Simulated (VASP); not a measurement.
# Pt in VASP: further runs

Runs on Pt. Level: LDA. Tasks: single point.

All numbers are computed with VASP 6.6.1; they aren't measurements. Logs are shortened: lines on timing, memory, paths and dates and some standing lists are left out, and cuts for length are marked.

**1. The cell of the first run**

Symmetry: Fmmm, No. 69, orthorhombic system. Conventional cell: a = 3.680 Å, b = 3.894 Å, c = 4.098 Å, α = 90.00°, β = 90.00°, γ = 90.00°. Within 3.5 Å of Pt (site symmetry mmm) lie 12 Pt at 2.68 to 2.83 Å.

**2. Single point, LDA (normal strain along x -0.0550, normal strain along z +0.0525)**

Input file INCAR:

```
SYSTEM = Pt
ALGO = Fast ; EDIFF = 1E-6
ENCUT = 520 ; ISIF = 2
ISMEAR = 0 ; LASPH = .True.
LCHARG = .False. ; LREAL = .False.
LWAVE = .False. ; NBANDS = 11
NELM = 60 ; PREC = Accurate
SIGMA = 0.15
```

Input file KPOINTS:

```
k-points
0
Gamma
  20 20 20
  0 0 0
```

Input file POSCAR:

```
Pt
1.0
    0.0000000000      1.9468328700      2.0490415957
    1.8397570622      0.0000000000      2.0490415957
    1.8397570622      1.9468328700      0.0000000000
Pt
1
Direct
    0.0000000000      0.0000000000      0.0000000000
```

Potentials or basis: VASP PAW LDA potentials, release 64 (Pt).

Started as:

```
$ cat potpaw_LDA.64/Pt/POTCAR > POTCAR
$ mpirun -np 1 vasp_std > vasp.out
```

OUTCAR:

```text
SYSTEM = Pt
   EDIFF = 1E-6
   ENCUT = 520
   ISIF = 2
   ISMEAR = 0
   LASPH = .True.
   LREAL = .False.
   NELM = 60
   PREC = Accurate

 ion  position               nearest neighbor table
   1  0.000  0.000  0.000-

  LATTYP: Found a face centered orthorhombic cell.
 ALAT       =     3.6795141244
 B/A-ratio  =     1.0582010582
 C/A-ratio  =     1.1137566137

  Lattice vectors:

 A1 = (   0.0000000000,   1.9468328700,   2.0490415957)
 A2 = (   1.8397570622,   0.0000000000,   2.0490415957)
 A3 = (   1.8397570622,   1.9468328700,   0.0000000000)

Analysis of symmetry for initial positions (statically):
=====================================================================
 Subroutine PRICEL returns:
 Original cell was already a primitive cell.

 Routine SETGRP: Setting up the symmetry group for a
 face centered orthorhombic supercell.

 Subroutine GETGRP returns: Found  8 space group operations
 (whereof  8 operations were pure point group operations)
 out of a pool of  8 trial point group operations.

The static configuration has the point symmetry D_2h.

Analysis of symmetry for dynamics (positions and initial velocities):
=====================================================================
 Subroutine PRICEL returns:
 Original cell was already a primitive cell.

 Routine SETGRP: Setting up the symmetry group for a
 face centered orthorhombic supercell.

 Subroutine GETGRP returns: Found  8 space group operations
 (whereof  8 operations were pure point group operations)
 out of a pool of  8 trial point group operations.

The dynamic configuration has the point symmetry D_2h.

 Subroutine INISYM returns: Found  8 space group operations
 (whereof  8 operations are pure point group operations),
 and found     1 'primitive' translations

----------------------------------------------------------------------------------------

                                     Primitive cell

  volume of cell :      14.6781

  direct lattice vectors                    reciprocal lattice vectors
     0.000000000  1.946832870  2.049041596    -0.271775013  0.256827388  0.244016520
     1.839757062  0.000000000  2.049041596     0.271775013 -0.256827388  0.244016520
     1.839757062  1.946832870  0.000000000     0.271775013  0.256827388 -0.244016520

  length of vectors
     2.826434093  2.753775138  2.678593712     0.446504230  0.446504230  0.446504230

  position of ions in fractional coordinates (direct lattice)
     0.000000000  0.000000000  0.000000000

  ion indices of the primitive-cell ions
   primitive index   ion index
                 1           1

----------------------------------------------------------------------------------------

 KPOINTS: k-points

Automatic generation of k-mesh.
 Grid dimensions read from file:
 generate k-points for:   20   20   20

 Generating k-lattice:

  Cartesian coordinates                     Fractional coordinates (reciprocal lattice)
    -0.013588751  0.012841369  0.012200826     0.050000000  0.000000000 -0.000000000
     0.013588751 -0.012841369  0.012200826     0.000000000  0.050000000  0.000000000
     0.013588751  0.012841369 -0.012200826    -0.000000000  0.000000000  0.050000000

  Length of vectors
     0.022325211  0.022325211  0.022325211

  Shift w.r.t. Gamma in fractional coordinates (k-lattice)
     0.000000000  0.000000000  0.000000000

 Subroutine IBZKPT returns following result:
 ===========================================

 Found   1166 irreducible k-points:

 Following reciprocal coordinates:
            Coordinates               Weight
  0.000000  0.000000  0.000000      1.000000
  0.050000  0.000000 -0.000000      8.000000
  0.100000  0.000000 -0.000000      8.000000
  0.150000  0.000000 -0.000000      8.000000
  0.200000  0.000000 -0.000000      8.000000
  0.250000  0.000000  0.000000      8.000000
[... 16 lines left out ...]
 -0.400000  0.050000 -0.000000      8.000000
 -0.350000  0.050000  0.000000      8.000000
 [... further k-points ...]
   k-points           NKPTS =   1166   k-points in BZ     NKDIM =   1166   number of bands    NBANDS=     11
   number of dos      NEDOS =    301   number of ions     NIONS =      1
   total plane-waves  NPLWV =   9600
   dimension x,y,z NGX =    24 NGY =   20 NGZ =   20
   dimension x,y,z NGXF=    48 NGYF=   40 NGZF=   40
   ions per type =               1
   NGX,Y,Z   is equivalent  to a cutoff of  14.12, 12.07, 12.41 a.u.
   NGXF,Y,Z  is equivalent  to a cutoff of  28.23, 24.15, 24.83 a.u.
 SYSTEM =  Pt
   PREC   = accura    normal or accurate (medium, high low for compatibility)
   ISTART =      0    job   : 0-new  1-cont  2-samecut
   ICHARG =      2    charge: 1-file 2-atom 10-const
   ISPIN  =      1    spin polarized calculation?
   LNONCOLLINEAR =      F non collinear calculations
   LSORBIT =      F    spin-orbit coupling
   LASPH  =      T    aspherical Exc in radial PAW
   ENCUT  =  520.0 eV  38.22 Ry    6.18 a.u.   5.26  5.12  4.98*2*pi/ulx,y,z
   NELM   =     60;   NELMIN=  2; NELMDL= -5     # of ELM steps
   EDIFF  = 0.1E-05   stopping-criterion for ELM
   LREAL  =      F    real-space projection
   EDIFFG = 0.1E-04   stopping-criterion for IOM
   NSW    =      0    number of steps for IOM
   IBRION =     -1    ionic relax: 0-MD 1-quasi-New 2-CG
   NFREE  =      0    steps in history (QN), initial steepest desc. (CG)
   ISIF   =      2    stress and relaxation
   ISYM   =      2    0-nonsym 1-usesym 2-fastsym
   POTIM  = 0.5000    time-step for ionic-motion
   TEBEG  =    0.0;   TEEND  =   0.0 temperature during run
   PSTRESS=    0.0 pullay stress
   NELECT =      10.0000    total number of electrons
   NUPDOWN=      -1.0000    fix difference up-down
   EMIN   =  10.00;   EMAX   =-10.00  energy-range for DOS
   EFERMI =   0.00;   METHOD = LEGACY
   ISMEAR =     0;   SIGMA  =   0.15  broadening in eV -4-tet -1-fermi 0-gaus
   EFERMI_NEDOS =   21; number of points for ismear=-14 and -15
   IALGO  =     68    algorithm
   IMIX   =      4    mixing-type and parameters
     AMIX     =   0.40;   BMIX     =  1.00
     AMIX_MAG =   1.60;   BMIX_MAG =  1.00
  volume/ion in A,a.u.               =      14.68        99.05
  Fermi-wavevector in a.u.,A,eV,Ry     =   1.440516  2.722181 28.233277  2.075087
  Thomas-Fermi vector in A             =   2.559252
   LORBIT       =      0    0 simple, 1 ext, 2 COOP (PROOUT), +10 PAW based schemes
   GGA     = CA    functional components
   LHFCALC =     F    Hartree Fock is set to
   AEXX    =    0.0000 exact exchange contribution
   IVDW    =     0    specifies the selected vdW correction
   LEPSILON=     F    determine dielectric tensor
   LRPA    =     F    only Hartree local field effects (RPA)
 non-spin polarized calculation
 RMM-DIIS sequential band-by-band and
 Gauss-broadening in eV      SIGMA  =   0.15
  energy-cutoff  :      520.00
  volume of cell :       14.68
 maximum number of plane-waves:       418
 NGX is ok and might be reduce to    24
   NGX = 11   NGY = 11   NGZ =  9

 number of electron      10.0000000 magnetization

 Free energy of the ion-electron system (eV)
  ---------------------------------------------------
  ext. energy  EPLUGINS =         0.00000000
  ---------------------------------------------------
  free energy    TOTEN  =        -7.48658157 eV

  energy without entropy =       -7.46800575  energy(sigma->0) =       -7.47729366

 E-fermi :  11.6413     XC(G=0): -13.8426

 val. band max:       11.6410498521   @ k =   0.4500  -0.0000   0.1500
 cond. band min:      11.6491251438   @ k =  -0.2000   0.2000   0.4000
 fundamental gap:      0.0080752916
 Fermi energy:        11.6412845622

 k-point     1 :       0.0000    0.0000    0.0000
  band No.  band energies     occupation
      1       1.1244      2.00000
      2       7.0687      2.00000
      3       7.7655      2.00000
      4       8.3876      2.00000
      5       9.2541      2.00000
      6      10.5900      2.00000
      7      26.3637      0.00000
      8      29.9435      0.00000
      9      31.1864      0.00000
     10      32.8948      0.00000
     11      37.0657      0.00000

 k-point     2 :       0.0500    0.0000   -0.0000
  band No.  band energies     occupation
      1       1.2287      2.00000
      2       7.0921      2.00000
      3       7.7742      2.00000
      4       8.3872      2.00000
      5       9.2454      2.00000
      6      10.5521      2.00000
      7      26.5285      0.00000
      8      29.9282      0.00000
      9      31.1128      0.00000
     10      32.7077      0.00000
     11      37.7308      0.00000

 k-point     3 :       0.1000    0.0000   -0.0000
  band No.  band energies     occupation
      1       1.5339      2.00000
      2       7.1406      2.00000
      3       7.7826      2.00000
      4       8.4132      2.00000
      5       9.2436      2.00000
      6      10.4528      2.00000
      7      26.9844      0.00000
      8      29.4087      0.00000
      9      31.1818      0.00000
     10      32.8459      0.00000
     11      38.5339      0.00000

 k-point     4 :       0.1500    0.0000   -0.0000
  band No.  band energies     occupation
      1       2.0133      2.00000
      2       7.1683      2.00000
      3       7.7640      2.00000
      4       8.4978      2.00000
      5       9.3170      2.00000
      6      10.3359      2.00000
      7      27.6000      0.00000
      8      28.2143      0.00000
      9      31.7985      0.00000
     10      33.4961      0.00000
     11      37.0185      0.00000
[... 239 lines left out ...]
 k-point    22 :      -0.4500    0.0500   -0.0000
  band No.  band energies     occupation
      1       4.1222      2.00000
      2       7.0634      2.00000
      3       8.2732      2.00000
      4      10.3366      2.00000
      5      11.4078      1.97228
      6      12.6139      0.00000
      7      17.9878      0.00000
      8      25.7136      0.00000
      9      29.8253      0.00000
     10      31.9876      0.00000
     11      38.9134      0.00000

 k-point    23 :      -0.4000    0.0500   -0.0000
  band No.  band energies     occupation
      1       4.1267      2.00000
      2       7.1346      2.00000
      3       8.3282      2.00000
      4       9.6362      2.00000
      5      11.1525      2.00000
      6      12.2412      0.00000
      7      19.2035      0.00000
      8      25.9906      0.00000
      9      30.2131      0.00000
     10      32.6807      0.00000
     11      37.8251      0.00000

 k-point    24 :      -0.3500    0.0500    0.0000
  band No.  band energies     occupation
      1       4.0882      2.00000
      2       7.2418      2.00000
      3       8.4180      2.00000
      4       8.7164      2.00000
      5      10.8045      2.00000
      6      11.6881      0.65911
      7      20.9223      0.00000
      8      26.5022      0.00000
      9      31.0439      0.00000
     10      33.7647      0.00000
     11      36.4251      0.00000

 [... further k-points ...]
[... 5 lines left out ...]
  --------------------------------------------------------------------------------------
  -------------------------------------------------------------------------------------
  Total        0.7491136      0.5358238     -0.2849469     -0.0000000      0.0000000      0.0000000
  in kB       81.7689344     58.4874487    -31.1031632     -0.0000000      0.0000000      0.0000000
  external PRESSURE =      36.3844067 kB  Pullay stress =       0.0000000 kB

 VOLUME and BASIS-vectors are now :
 -----------------------------------------------------------------------------
  energy-cutoff  :      520.00
  volume of cell :       14.68
      direct lattice vectors                 reciprocal lattice vectors
     0.000000000  1.946832870  2.049041596    -0.271775013  0.256827388  0.244016520
     1.839757062  0.000000000  2.049041596     0.271775013 -0.256827388  0.244016520
     1.839757062  1.946832870  0.000000000     0.271775013  0.256827388 -0.244016520

 POSITION                                       TOTAL-FORCE (eV/Angst)
 -----------------------------------------------------------------------------------
      0.00000      0.00000      0.00000         0.000000      0.000000     -0.000000
 -----------------------------------------------------------------------------------
    total drift:                                0.000000      0.000000      0.000000

  FREE ENERGIE OF THE ION-ELECTRON SYSTEM (eV)
  ---------------------------------------------------
  free  energy   TOTEN  =        -7.4865815672 eV

  energy  without entropy=       -7.4680057504  energy(sigma->0) =       -7.47729366
```

It took 50 s on 1 thread of Intel Xeon 6975P-C (Granite Rapids), shared host; peak memory 0.29 GiB.

Results:

* Free energy: -7.4866 eV
* Pressure: 3.6 GPa
* Band gap on the k mesh: zero (band 5 reaches 12.71 eV, above the bottom of band 6 at 9.90 eV)

Stress tensor (GPa, compression positive):
```
 8.18  0.00  0.00
 0.00  5.85  0.00
 0.00  0.00 -3.11
```

Caveat: the cell differs from its parent crystal (normal strain along x -0.0550, normal strain along z +0.0525); spin-orbit coupling is left out, which moves the levels of the heavy elements.

(Continued in part 2 of 3.)
